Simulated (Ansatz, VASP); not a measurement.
## One calculation of SnO2, two programs

Contents of INCAR:

```
SYSTEM = SnO2
ALGO     = Normal         ! electronic algorithm
EDIFF    = 1E-7           ! SCF threshold, eV
ENCUT    = 520            ! plane-wave cutoff, eV
ISIF     = 2              ! what is computed and relaxed
ISMEAR   = 0              ! smearing method
LASPH    = .True.         ! aspherical terms in the spheres
LCHARG   = .True.         ! write CHGCAR
LELF     = .True.         ! ELF
LREAL    = .False.        ! projectors in reciprocal space
LVHAR    = .True.       
LWAVE    = .False.        ! write WAVECAR
NBANDS   = 64             ! bands
NELM     = 60             ! most SCF steps
PREC     = Accurate       ! precision mode
SIGMA    = 0.05           ! smearing width, eV
```

The input KPOINTS:

```
k-points
0
Gamma
  6 6 6
  0 0 0
```

POSCAR

```
SnO2
1.0
    4.3578655057      0.0000000000      0.0000000000
    0.0000000000      5.5662205699      0.0000000000
    0.0000000000      0.0000000000      4.8214028297
Sn O
4 8
Direct
    0.5000000000      0.6673419135      0.7500000000
    0.0000000000      0.8326580865      0.2500000000
    0.5000000000      0.3326580865      0.2500000000
    0.0000000000      0.1673419135      0.7500000000
    0.7309254637      0.6050162923      0.0776916535
    0.2309254637      0.8949837077      0.9223083465
    0.7690745363      0.8949837077      0.5776916535
    0.2690745363      0.6050162923      0.4223083465
    0.7309254637      0.3949837077      0.5776916535
    0.2309254637      0.1050162923      0.4223083465
    0.7690745363      0.1050162923      0.0776916535
    0.2690745363      0.3949837077      0.9223083465
```

Input for Ansatz:

```yaml
crystal:
  lattice:
    - [4.3578655057, 0.0, 0.0]
    - [0.0, 5.5662205699, 0.0]
    - [0.0, 0.0, 4.8214028297]
  atoms:
    - { symbol: Sn, position: [0.5, 0.6673419135, 0.75] }
    - { symbol: Sn, position: [0.0, 0.8326580865, 0.25] }
    - { symbol: Sn, position: [0.5, 0.3326580865, 0.25] }
    - { symbol: Sn, position: [0.0, 0.1673419135, 0.75] }
    - { symbol: O, position: [0.7309254637, 0.6050162923, 0.0776916535] }
    - { symbol: O, position: [0.2309254637, 0.8949837077, 0.9223083465] }
    - { symbol: O, position: [0.7690745363, 0.8949837077, 0.5776916535] }
    - { symbol: O, position: [0.2690745363, 0.6050162923, 0.4223083465] }
    - { symbol: O, position: [0.7309254637, 0.3949837077, 0.5776916535] }
    - { symbol: O, position: [0.2309254637, 0.1050162923, 0.4223083465] }
    - { symbol: O, position: [0.7690745363, 0.1050162923, 0.0776916535] }
    - { symbol: O, position: [0.2690745363, 0.3949837077, 0.9223083465] }
basis:
  ecutwfc: 520.0
kpoints:
  mp_grid: { grid: [6, 6, 6] }
hamiltonian:
  xc: lda
  pseudopotentials: { kind: paw, azcp: { folder: soft_1 } }
scf:
  occupations: { method: gaussian, width: 0.05 }
output:
  forces: true
  stress: true
  eigenvalues: true
```

Change from the starting cell: volume 9.746 Å^3 an atom, stretch along b over the lengths across it, relative to the relaxed cell 1.0549.

Alike in both runs: task single point; functional LDA; k mesh 6 × 6 × 6; occupations gaussian, width 0.05 eV; no spin polarisation.

|  | VASP | Ansatz |
| --- | --- | --- |
| version | VASP 6.6.1 | Ansatz 0.2.0 |
| potentials or method | VASP PAW LDA potentials, release 64 (Sn_d, O), cutoff 520 eV | scalar-relativistic, plane waves, PAW |
| valence electrons in the cell | 104 | 104 |

|  | VASP | Ansatz | Ansatz less VASP |
| --- | --- | --- | --- |
| gap on the k mesh at the Fermi level (eV) | 3.79 | 3.75 | -0.040 |
| least direct gap on the mesh (eV) | 3.80 | 3.75 | -0.041 |
| rms of the force components (eV/Å) | 0.661 | 0.631 | -0.0305 |

Ansatz warns that its potentials were made for another functional, while VASP's fit it. LDA's correlation is that of Perdew and Zunger in VASP and of Perdew and Wang (1992) in Ansatz. Atom by atom the forces differ by 0.031 eV/Å (rms over components).
